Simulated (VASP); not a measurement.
Write the native input for VASP 6.6.1 that does the following.

| Property | Result |
| --- | --- |
| Task | single point |
| Functional | PBE |
| Potentials or basis | VASP PAW PBE potentials, release 64 (Al, Co_sv) |
| Cutoff | 600 eV |
| k mesh | 6 × 6 × 4 |
| Occupations | gaussian, width 0.1 eV |
| Spin | collinear spin, ferromagnetic start |
| Starting moments | [0.0, 0.0, 3.0] μB |
| Dipole correction | no |
| Second run | valence_matched |
| Further INCAR settings | ALGO = Normal; EDIFF = 1e-06; NBANDS = 22 |

The structure of Al2Co lies in POSCAR:

```
Al2Co
1.0
    2.6458105502      0.0000000000      0.0000000000
   -1.3229052751      2.2913391501      0.0000000000
    0.0000000000      0.0000000000      7.8006518507
Al Co
2 1
Direct
    0.0000000000      0.0000000000      0.1813431082
    0.0000000000      0.0000000000      0.8186568918
    0.0000000000      0.0000000000      0.5000000000
```

The input as run:

INCAR

```
SYSTEM = Al2Co
PREC = Accurate
ENCUT = 600
EDIFF = 1E-6
ISMEAR = 0
SIGMA = 0.1
LREAL = .False.
LASPH = .True.
NELM = 200
ALGO = Normal
ISIF = 2
LWAVE = .False.
LCHARG = .False.
ISPIN = 2
MAGMOM = 0 0 3
LORBIT = 11
LMAXMIX = 4
GGA = PE
NBANDS = 22
GGA_COMPAT = .False.
```

KPOINTS

```
regular mesh
0
Gamma
  6 6 4
  0 0 0
```

Potentials or basis: VASP PAW PBE potentials, release 64 (Al, Co_sv).

Command:

```sh
$ cat potpaw_PBE.64/Al/POTCAR potpaw_PBE.64/Co_sv/POTCAR > POTCAR
$ mpirun -np 1 vasp_std > vasp.out
```

It gave:

The pressure is -0.7 GPa, the net moment is 1.64 μB per cell and the site moments are Al +0.03; Co +1.52 μB. The valence electrons inside the program's atomic spheres are Al 0.82; Co 15.00.

Caveat: the k points lie up to 0.46 Å⁻¹ apart.

It took 28 s on 1 thread of Intel(R) Xeon(R) 6975P-C (Granite Rapids), on a shared host, peak memory 0.23 GiB.
